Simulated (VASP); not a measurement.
A run of VASP 6.6.1:

INCAR

```
SYSTEM = CsCdCl3
PREC = Accurate
ENCUT = 520
EDIFF = 1E-6
ISMEAR = 0
SIGMA = 0.05
LREAL = .FALSE.
LASPH = .TRUE.
NELM = 60
ALGO = Normal
ISIF = 2
LWAVE = .FALSE.
LCHARG = .FALSE.
NBANDS = 29
```

The input KPOINTS:

```
Automatic mesh
0
G
  6 6 6
  0 0 0
```

Contents of POSCAR:

```
CsCdCl3
1.0
    5.2000000000      0.0000000000      0.0000000000
    0.0000000000      5.2000000000      0.0000000000
    0.0000000000      0.0000000000      5.2000000000
Cs Cd Cl
1 1 3
Direct
    0.0000000000      0.0000000000      0.0000000000
    0.5000000000      0.5000000000      0.5000000000
    0.0000000000      0.5000000000      0.5600961538
    0.5000000000      0.0000000000      0.5600961538
    0.5000000000      0.5000000000      0.0600961538
```

Potentials or basis: VASP PAW LDA potentials, release 64 (Cs_sv, Cd, Cl).

The run is started by

```bash
$ cat potpaw_LDA.64/Cs_sv/POTCAR potpaw_LDA.64/Cd/POTCAR potpaw_LDA.64/Cl/POTCAR > POTCAR
$ mpirun -np 1 vasp_std > vasp.out
```

Hardware: 1 thread of Intel(R) Xeon(R) 6975P-C (Granite Rapids), on a shared host.

How long does it take, and how much memory?

Wall time 2.5 min on 1 thread of Intel(R) Xeon(R) 6975P-C (Granite Rapids), on a shared host, peak memory 0.29 GiB. Counts: scf iterations 13, k points 40.
